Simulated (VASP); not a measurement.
The system is InAs.

```
CELL_PARAMETERS angstrom
4.01728 0.00000 0.00000
-2.00864 3.47906 0.00000
0.00000 0.00000 6.90084
ATOMIC_POSITIONS crystal
In 0.00000 0.00000 0.00000
In 0.00000 0.00000 0.50000
As 0.33333 0.66667 0.25000
As 0.66667 0.33333 0.75000
```

| Property | Result |
| --- | --- |
| Program | VASP 6.6.1 |
| Task | relaxation of cell and atoms |
| Functional | r2SCAN |
| Potentials or basis | VASP PAW PBE potentials, release 64 (In_d, As) |
| Cutoff | 600 eV |
| k mesh | 6 × 6 × 4 |
| Occupations | fermi-dirac, width 0.02 eV |
| Spin | no spin polarisation |

At the start: pressure -2.1 GPa; volume 24.11 Å³/atom.

How do energy, volume and symmetry change on relaxing?

Over 11 steps the energy falls by 5.1 meV/atom and the volume is 23.35 Å³/atom (-3.1 %); space group P6_3/mmc (No. 194, to 0.05 Å).

The path:
| step | energy change (eV) | largest force (eV/Å) | pressure (GPa) | volume (Å³) |
| --- | --- | --- | --- | --- |
| 1 | 0.0000 | 0.0000 | -2.06 | 96.45 |
| 2 | -0.0166 | 0.0000 | 0.97 | 92.19 |
| 3 | -0.0202 | 0.0000 | 0.26 | 93.41 |
| 4 | -0.0200 | 0.0000 | -0.19 | 93.73 |
| 5 | -0.0201 | 0.0000 | -0.16 | 93.59 |
| 6 | -0.0202 | 0.0000 | -0.03 | 93.50 |
| 7 | -0.0204 | 0.0000 | -0.06 | 93.49 |
| 8 | -0.0205 | 0.0000 | -0.06 | 93.48 |
| 9 | -0.0205 | 0.0000 | -0.05 | 93.48 |
| 10 | -0.0205 | 0.0000 | 0.05 | 93.37 |
| 11 | -0.0205 | 0.0000 | -0.01 | 93.41 |

Final structure:
```
In As
1.0
     3.96731    0.00000    0.00000
    -1.98365    3.43579    0.00000
     0.00000    0.00000    6.85295
In As
2 2
Direct
  0.00000 0.00000 0.00000
  0.00000 0.00000 0.50000
  0.33333 0.66667 0.25000
  0.66667 0.33333 0.75000
```

Caveat: the PAW data sets were made with another functional, which shifts forces and pressure a little.
